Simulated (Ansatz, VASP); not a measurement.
WS2 in VASP and in Ansatz

File INCAR:

```
SYSTEM = WS2
PREC = Accurate ; ENCUT = 520
EDIFF = 1E-6 ; ISMEAR = 0
SIGMA = 0.05 ; LREAL = .False.
LASPH = .True. ; NELM = 60
ALGO = Normal ; ISIF = 2
LWAVE = .False. ; LCHARG = .False.
GGA = PS ; IVDW = 12
NBANDS = 20
```

KPOINTS

```
Automatic mesh
0
Gamma
  12 12 2
  0 0 0
```

File POSCAR:

```
WS2
1.0
    3.0456091893      0.0000000000      0.0000000000
   -1.5228045946      2.6375749279      0.0000000000
    0.0000000000      0.0000000000     16.5128702692
W S
1 2
Direct
    0.3333333333      0.6666666667      0.0000000000
    0.6666666667      0.3333333333      0.9071447969
    0.6666666667      0.3333333333      0.0928552031
```

Input for Ansatz:

```yaml
crystal:
  lattice:
    - [3.0456091893, 0.0, 0.0]
    - [-1.5228045946, 2.6375749279, 0.0]
    - [0.0, 0.0, 16.5128702692]
  atoms:
    - { symbol: W, position: [0.3333333333, 0.6666666667, 0.0] }
    - { symbol: S, position: [0.6666666667, 0.3333333333, 0.9071447969] }
    - { symbol: S, position: [0.6666666667, 0.3333333333, 0.0928552031] }
basis:
  ecutwfc: 420
kpoints:
  mp_grid: { grid: [12, 12, 2] }
hamiltonian:
  xc: pbesol
  dispersion: d3bj
scf:
  occupations: { method: gaussian, width: 0.05 }
output:
  forces: true
  stress: true
  eigenvalues: true
  write_density: true
  write_potential: true
  elf: true
  volumetric_format: npy
```

Change from the starting cell: mode 4 frozen in at +0.000 Å, equal normal strain along x, y and z -0.0250.

Alike in both runs: task single point; functional PBEsol; dispersion D3(BJ); k mesh 12 × 12 × 2; occupations gaussian, width 0.05 eV; no spin polarisation.

|  | VASP | Ansatz |
| --- | --- | --- |
| version | VASP 6.6.1 | Ansatz 0.2.0 |
| potentials or method | VASP PAW PBE potentials, release 64 (W_sv, S), cutoff 520 eV | scalar-relativistic, plane waves, PAW |
| valence electrons in the cell | 26 | 26 |

```tsv
	VASP	Ansatz	Ansatz less VASP
gap on the k mesh at the Fermi level (eV)	2.12	2.12	-0.001
least direct gap on the mesh (eV)	2.25	2.25	-0.007
rms of the force components (eV/Å)	0.763	0.751	-0.0125
```

VASP's potentials were made for PBE, not for PBEsol. Atom by atom the forces differ by 0.013 eV/Å (rms over components). Ansatz's warnings: xc potential rough in thin density.

Spin-orbit coupling is off throughout.
